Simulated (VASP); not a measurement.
Crystal: CuO.

```
CELL_PARAMETERS angstrom
2.08142 -2.08242 0.16296
2.08142 2.08242 0.16296
-0.40353 0.00000 5.13527
ATOMIC_POSITIONS crystal
Cu 0.00000 0.50000 0.00000
Cu 0.50000 0.00000 0.50000
O 0.50008 0.49992 0.25000
O 0.49992 0.50008 0.75000
```

| Quantity | Value |
| --- | --- |
| Program | VASP 6.6.1 |
| Task | relaxation of cell and atoms |
| Functional | PBEsol |
| Potentials or basis | VASP PAW PBE potentials, release 64 (Cu, O) |
| Cutoff | 600 eV |
| k mesh | 14 × 14 × 8 |
| Occupations | gaussian, width 0.1 eV |
| Spin | no spin polarisation |

At the start: pressure -6.7 GPa; volume 11.20 Å³/atom.

Problem. How do energy, volume and symmetry change on relaxing?

Solution. Over 9 steps the energy falls by 10.7 meV/atom and the volume is 10.70 Å³/atom (-4.5 %); space group P4_2/mmc (No. 131, to 0.1 Å) before and after.

Step by step:
```tsv
step	energy change (eV)	largest force (eV/Å)	pressure (GPa)	volume (Å³)
1	0.0000	0.0003	-6.71	44.79
2	-0.0237	0.0000	4.87	41.82
3	-0.0410	0.0001	-0.07	42.94
4	-0.0409	0.0001	-0.23	42.98
5	-0.0420	0.0001	-0.21	42.92
6	-0.0427	0.0002	-0.15	42.80
7	-0.0427	0.0002	-0.16	42.81
8	-0.0427	0.0001	0.20	42.73
9	-0.0427	0.0002	0.00	42.78
```

Final structure:
```
CELL_PARAMETERS angstrom
2.04339 -2.04519 0.16002
2.04339 2.04519 0.16002
-0.39968 0.00000 5.08741
ATOMIC_POSITIONS crystal
Cu 0.00000 0.50000 0.00000
Cu 0.50000 0.00000 0.50000
O 0.50008 0.49992 0.25000
O 0.49992 0.50008 0.75000
```

Caveat: the PAW data sets were made with another functional, which shifts forces and pressure a little.
